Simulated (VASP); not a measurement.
# MgB2 in VASP: single point with r2SCAN

Aim: the single point of MgB2 with r2SCAN.

Everything below comes from runs of VASP 6.6.1. Logs are shortened: lines on timing, memory, paths and dates and some standing lists are left out, and cuts for length are marked.

### 1 The cell of the first run

The typed cell holds 3 atoms: a = 3.067 Å, b = 3.066 Å, c = 3.518 Å, α = 89.99°, β = 90.00°, γ = 119.90°.

### 2 Single point, r2SCAN

The input, POSCAR:

```
MgB2
1.0
    3.0668908349      0.0028247702     -0.0000548954
   -1.5309200229      2.6566074131      0.0002401354
   -0.0000196822      0.0000974107      3.5176863717
Mg B
1 2
Direct
    0.9906879055      0.0081136458      0.9954995628
    0.3208045630      0.6737726772      0.4955021523
    0.6606615315      0.3424616769      0.4955012849
```

The input, INCAR.step1:

```
SYSTEM = MgB2
ALGO = Normal
EDIFF = 1E-4
ENCUT = 520
GGA = PE
ISMEAR = -1
LASPH = .True.
LCHARG = .False.
LREAL = .False.
LWAVE = .True.
NBANDS = 11
NELM = 100
PREC = Accurate
SIGMA = 0.1
```

The input, INCAR.step2:

```
SYSTEM = MgB2
ALGO = Normal
EDIFF = 1E-6
ENCUT = 520
ISIF = 2
ISMEAR = -1
ISTART = 1
LASPH = .True.
LCHARG = .True.
LELF = .True.
LMIXTAU = .True.
LREAL = .False.
LVHAR = .True.
LWAVE = .False.
METAGGA = R2SCAN
NBANDS = 11
NELM = 100
PREC = Accurate
SIGMA = 0.1
```

The input, KPOINTS:

```
Automatic mesh
0
Gamma
  7 6 5
  0 0 0.5
```

Potentials or basis: VASP PAW PBE potentials, release 64 (Mg, B).

On the command line:

```sh
$ cat potpaw_PBE.64/Mg/POTCAR potpaw_PBE.64/B/POTCAR > POTCAR
$ cp INCAR.step1 INCAR
$ mpirun -np 1 vasp_std > vasp.out
$ cp INCAR.step2 INCAR
$ mpirun -np 1 vasp_std > vasp.out
```

OUTCAR:

```text
SYSTEM = MgB2
   EDIFF = 1E-6
   ENCUT = 520
   ISIF = 2
   ISMEAR = -1
   ISTART = 1
   LASPH = .True.
   LREAL = .False.
   METAGGA = R2SCAN
   NELM = 100
   PREC = Accurate

 ion  position               nearest neighbor table
   1  0.991  0.008  0.995-   3 2.49   2 2.49   3 2.49   2 2.49   3 2.49   2 2.49   3 2.49   2 2.49
                             2 2.50   2 2.50   3 2.50   3 2.50
   2  0.321  0.674  0.496-   3 1.76   3 1.78   3 1.78   1 2.49   1 2.49   1 2.49   1 2.49   1 2.50
                             1 2.50
   3  0.661  0.342  0.496-   2 1.76   2 1.78   2 1.78   1 2.49   1 2.49   1 2.49   1 2.49   1 2.50
                             1 2.50

  LATTYP: Found a triclinic cell.
 ALAT       =     3.0661505380
 B/A-ratio  =     1.0002418662
 C/A-ratio  =     1.1472647313
 COS(alpha) =     0.0000234691
 COS(beta)  =     0.0001051048
 COS(gamma) =     0.4984988449

  Lattice vectors:

 A1 = (  -1.5309200229,   2.6566074131,   0.0002401354)
 A2 = (  -3.0668908349,  -0.0028247702,   0.0000548954)
 A3 = (  -0.0000196822,   0.0000974107,   3.5176863717)

Analysis of symmetry for initial positions (statically):
=====================================================================
 Subroutine PRICEL returns:
 Original cell was already a primitive cell.

 Routine SETGRP: Setting up the symmetry group for a
 triclinic supercell.

 Subroutine GETGRP returns: Found  1 space group operations
 (whereof  1 operations were pure point group operations)
 out of a pool of  2 trial point group operations.

The static configuration has the point symmetry C_1 .

Analysis of symmetry for dynamics (positions and initial velocities):
=====================================================================
 Subroutine PRICEL returns:
 Original cell was already a primitive cell.

 Routine SETGRP: Setting up the symmetry group for a
 triclinic supercell.

 Subroutine GETGRP returns: Found  1 space group operations
 (whereof  1 operations were pure point group operations)
 out of a pool of  2 trial point group operations.

The dynamic configuration has the point symmetry C_1 .

 Subroutine INISYM returns: Found  1 space group operations
 (whereof  1 operations are pure point group operations),
 and found     1 'primitive' translations

----------------------------------------------------------------------------------------

                                     Primitive cell

  volume of cell :      28.6756

  direct lattice vectors                    reciprocal lattice vectors
     3.066890835  0.002824770 -0.000054895     0.325890148  0.187800332 -0.000003377
    -1.530920023  2.656607413  0.000240135    -0.000346519  0.376220252 -0.000010420
    -0.000019682  0.000097411  3.517686372     0.000005109 -0.000022752  0.284277760

  length of vectors
     3.066892136  3.066150538  3.517686373     0.376129436  0.376220411  0.284277761

  position of ions in fractional coordinates (direct lattice)
     0.990687906  0.008113646  0.995499563
     0.320804563  0.673772677  0.495502152
     0.660661531  0.342461677  0.495501285

  ion indices of the primitive-cell ions
   primitive index   ion index
                 1           1
                 2           2
                 3           3

----------------------------------------------------------------------------------------

 KPOINTS: Automatic mesh

Automatic generation of k-mesh.
 Grid dimensions read from file:
 generate k-points for:    7    6    5

 Generating k-lattice:

  Cartesian coordinates                     Fractional coordinates (reciprocal lattice)
     0.046555735  0.026828619 -0.000000482     0.142857143  0.000000000  0.000000000
    -0.000057753  0.062703375 -0.000001737     0.000000000  0.166666667  0.000000000
     0.000001022 -0.000004550  0.056855552     0.000000000 -0.000000000  0.200000000

  Length of vectors
     0.053732777  0.062703402  0.056855552

  Shift w.r.t. Gamma in fractional coordinates (k-lattice)
     0.000000000  0.000000000  0.500000000

 Subroutine IBZKPT returns following result:
 ===========================================

 Found    106 irreducible k-points:

 Following reciprocal coordinates:
            Coordinates               Weight
  0.000000  0.000000  0.100000      2.000000
  0.142857 -0.000000  0.100000      2.000000
  0.285714 -0.000000  0.100000      2.000000
  0.428571 -0.000000  0.100000      2.000000
 -0.428571  0.000000  0.100000      2.000000
 -0.285714  0.000000  0.100000      2.000000
[... 16 lines left out ...]
  0.142857  0.500000  0.100000      2.000000
  0.285714  0.500000  0.100000      2.000000
 [... further k-points ...]
   k-points           NKPTS =    106   k-points in BZ     NKDIM =    106   number of bands    NBANDS=     11
   number of dos      NEDOS =    301   number of ions     NIONS =      3
   total plane-waves  NPLWV =  16128
   dimension x,y,z NGX =    24 NGY =   24 NGZ =   28
   dimension x,y,z NGXF=    48 NGYF=   48 NGZF=   56
   ions per type =               1   2
   NGX,Y,Z   is equivalent  to a cutoff of  13.01, 13.01, 13.23 a.u.
   NGXF,Y,Z  is equivalent  to a cutoff of  26.02, 26.03, 26.47 a.u.
 SYSTEM =  MgB2
   PREC   = accura    normal or accurate (medium, high low for compatibility)
   ISTART =      1    job   : 0-new  1-cont  2-samecut
   ICHARG =      0    charge: 1-file 2-atom 10-const
   ISPIN  =      1    spin polarized calculation?
   LNONCOLLINEAR =      F non collinear calculations
   LSORBIT =      F    spin-orbit coupling
   LASPH  =      T    aspherical Exc in radial PAW
   ENCUT  =  520.0 eV  38.22 Ry    6.18 a.u.   5.70  5.70  6.54*2*pi/ulx,y,z
   NELM   =    100;   NELMIN=  2; NELMDL=  0     # of ELM steps
   EDIFF  = 0.1E-05   stopping-criterion for ELM
   LREAL  =      F    real-space projection
   EDIFFG = 0.1E-04   stopping-criterion for IOM
   NSW    =      0    number of steps for IOM
   IBRION =     -1    ionic relax: 0-MD 1-quasi-New 2-CG
   NFREE  =      0    steps in history (QN), initial steepest desc. (CG)
   ISIF   =      2    stress and relaxation
   ISYM   =      2    0-nonsym 1-usesym 2-fastsym
   POTIM  = 0.5000    time-step for ionic-motion
   TEBEG  =    0.0;   TEEND  =   0.0 temperature during run
   PSTRESS=    0.0 pullay stress
   NELECT =       8.0000    total number of electrons
   NUPDOWN=      -1.0000    fix difference up-down
   EMIN   =  10.00;   EMAX   =-10.00  energy-range for DOS
   EFERMI =   0.00;   METHOD = LEGACY
   ISMEAR =    -1;   SIGMA  =   0.10  broadening in eV -4-tet -1-fermi 0-gaus
   EFERMI_NEDOS =   21; number of points for ismear=-14 and -15
   IALGO  =     38    algorithm
   IMIX   =      4    mixing-type and parameters
     AMIX     =   0.40;   BMIX     =  1.00
     AMIX_MAG =   1.60;   BMIX_MAG =  1.00
  volume/ion in A,a.u.               =       9.56        64.50
  Fermi-wavevector in a.u.,A,eV,Ry     =   1.069713  2.021464 15.568940  1.144285
  Thomas-Fermi vector in A             =   2.205400
   LORBIT       =      0    0 simple, 1 ext, 2 COOP (PROOUT), +10 PAW based schemes
   METAGGA = R2SCAN    functional components
   LHFCALC =     F    Hartree Fock is set to
   AEXX    =    0.0000 exact exchange contribution
   IVDW    =     0    specifies the selected vdW correction
   LEPSILON=     F    determine dielectric tensor
   LRPA    =     F    only Hartree local field effects (RPA)
 non-spin polarized calculation
  energy-cutoff  :      520.00
  volume of cell :       28.68
 maximum number of plane-waves:       780
   NGX = 11   NGY = 11   NGZ = 13

 number of electron       8.0000000 magnetization

 Free energy of the ion-electron system (eV)
  ---------------------------------------------------
  ext. energy  EPLUGINS =         0.00000000
  ---------------------------------------------------
  free energy    TOTEN  =       -19.40964328 eV

  energy without entropy =      -19.38657998  energy(sigma->0) =      -19.39811163

 E-fermi :   5.3313     XC(G=0): -11.5755

 val. band max:        5.3022636694   @ k =   0.2857   0.5000   0.5000
 cond. band min:       5.3340904593   @ k =  -0.1429   0.0000   0.3000
 fundamental gap:      0.0318267899
 Fermi energy:         5.3312772981

 k-point     1 :       0.0000    0.0000    0.1000
  band No.  band energies     occupation
      1      -7.8377      2.00000
      2       1.4919      2.00000
      3       5.7059      0.04611
      4       5.9514      0.00405
      5       8.2019      0.00000
      6      11.9895      0.00000
      7      12.2424      0.00000
      8      14.0557      0.00000
      9      16.2769      0.00000
     10      19.4693      0.00000
     11      21.7581      0.00000

 k-point     2 :       0.1429   -0.0000    0.1000
  band No.  band energies     occupation
      1      -7.4631      2.00000
      2       1.8687      2.00000
      3       4.0351      2.00000
      4       5.1353      1.75311
      5       8.5143      0.00000
      6      11.9425      0.00000
      7      13.5754      0.00000
      8      14.0658      0.00000
      9      15.5984      0.00000
     10      20.6577      0.00000
     11      20.7016      0.00000

 k-point     3 :       0.2857   -0.0000    0.1000
  band No.  band energies     occupation
      1      -6.3530      2.00000
      2       0.9610      2.00000
      3       2.9790      2.00000
      4       3.9262      2.00000
      5       9.3243      0.00000
      6      10.9679      0.00000
      7      11.6136      0.00000
      8      15.8756      0.00000
      9      16.9802      0.00000
     10      19.3925      0.00000
     11      19.5725      0.00000

 k-point     4 :       0.4286   -0.0000    0.1000
  band No.  band energies     occupation
      1      -4.5704      2.00000
      2      -1.9677      2.00000
      3       3.2241      2.00000
      4       4.5774      1.99894
      5       8.2713      0.00000
      6      10.0611      0.00000
      7      11.6262      0.00000
      8      14.4010      0.00000
      9      18.5604      0.00000
     10      18.8628      0.00000
     11      20.8103      0.00000

 k-point     5 :      -0.4286    0.0000    0.1000
  band No.  band energies     occupation
      1      -4.5703      2.00000
      2      -1.9677      2.00000
      3       3.2241      2.00000
      4       4.5771      1.99894
      5       8.2716      0.00000
      6      10.0612      0.00000
      7      11.6264      0.00000
      8      14.4005      0.00000
      9      18.5605      0.00000
     10      18.8627      0.00000
     11      20.8102      0.00000
[... 211 lines left out ...]
 k-point    21 :      -0.1429    0.3333    0.1000
  band No.  band energies     occupation
      1      -6.3072      2.00000
      2       1.5325      2.00000
      3       2.7299      2.00000
      4       3.0516      2.00000
      5       9.6055      0.00000
      6      11.3141      0.00000
      7      12.8482      0.00000
      8      14.2106      0.00000
      9      17.1542      0.00000
     10      17.4828      0.00000
     11      21.2062      0.00000

 k-point    22 :      -0.0000    0.5000    0.1000
  band No.  band energies     occupation
      1      -3.7789      2.00000
      2      -2.8720      2.00000
      3       3.0727      2.00000
      4       4.9638      1.95056
      5       7.7887      0.00000
      6      10.0291      0.00000
      7      11.9201      0.00000
      8      14.0061      0.00000
      9      18.4675      0.00000
     10      18.6678      0.00000
     11      21.8795      0.00000

 k-point    23 :       0.1429    0.5000    0.1000
  band No.  band energies     occupation
      1      -4.3061      2.00000
      2      -1.7150      2.00000
      3       1.7497      2.00000
      4       4.8151      1.98861
      5       8.3529      0.00000
      6      11.1973      0.00000
      7      12.2252      0.00000
      8      14.3429      0.00000
      9      15.9444      0.00000
     10      19.2921      0.00000
     11      20.2381      0.00000

 k-point    24 :       0.2857    0.5000    0.1000
  band No.  band energies     occupation
      1      -4.4663      2.00000
      2      -0.8677      2.00000
      3       0.7570      2.00000
      4       4.7438      1.99440
      5       8.6851      0.00000
      6      11.2884      0.00000
      7      13.3190      0.00000
      8      14.1761      0.00000
      9      15.5292      0.00000
     10      18.0510      0.00000
     11      19.6066      0.00000

 [... further k-points ...]

------------------------ aborting loop because EDIFF is reached ----------------------------------------

  FORCE on cell =-STRESS in cart. coord.  units (eV):
  Direction    XX          YY          ZZ          XY          YZ          ZX
  --------------------------------------------------------------------------------------
  -------------------------------------------------------------------------------------
  Total       -0.0517757     -0.0549525     -0.1131214      0.0003073     -0.0015808      0.0003398
  in kB       -2.8928326     -3.0703285     -6.3203647      0.0171679     -0.0883208      0.0189869
  external PRESSURE =      -4.0945086 kB  Pullay stress =       0.0000000 kB

 VOLUME and BASIS-vectors are now :
 -----------------------------------------------------------------------------
  energy-cutoff  :      520.00
  volume of cell :       28.68
      direct lattice vectors                 reciprocal lattice vectors
     3.066890835  0.002824770 -0.000054895     0.325890148  0.187800332 -0.000003377
    -1.530920023  2.656607413  0.000240135    -0.000346519  0.376220252 -0.000010420
    -0.000019682  0.000097411  3.517686372     0.000005109 -0.000022752  0.284277760

 POSITION                                       TOTAL-FORCE (eV/Angst)
 -----------------------------------------------------------------------------------
      3.02589      0.02445      3.50180         0.000585      0.000026      0.000329
     -0.04763      1.79090      1.74317        -0.000270     -0.000134     -0.000319
      1.50189      0.91170      1.74306        -0.000316      0.000109     -0.000010
 -----------------------------------------------------------------------------------
    total drift:                               -0.000046     -0.000010      0.000855

  FREE ENERGIE OF THE ION-ELECTRON SYSTEM (eV)
  ---------------------------------------------------
  free  energy   TOTEN  =       -19.4096432839 eV

  energy  without entropy=      -19.3865799788  energy(sigma->0) =      -19.39811163
```

Wall time 37 s (1 thread of Intel Xeon 6975P-C (Granite Rapids), shared host); peak memory 0.17 GiB.

What came out:

| Quantity | Value |
| --- | --- |
| Free energy | -19.4096 eV |
| Pressure | -0.4 GPa |
| Band gap on the k mesh | zero (bands 4 and 5 overlap by 2.53 eV) |

Levels at points of the mesh, in eV from the Fermi level:
```csv
k point,band 2,band 3,band 4,band 5,band 6,band 7
"(0.00, 0.00, 0.50)",-7.78,0.73,0.99,6.93,7.20,8.74
"(0.00, 0.50, 0.50)",-7.36,-3.75,-1.99,-1.18,6.19,9.66
```

Caveat: the k points lie up to 0.37 Å⁻¹ apart, too coarse for converged energies and pressures of a metal; the PAW data sets were made with another functional, which shifts forces and pressure a little.

The gap in the log of VASP goes by the Fermi energy; the results here count the filled bands.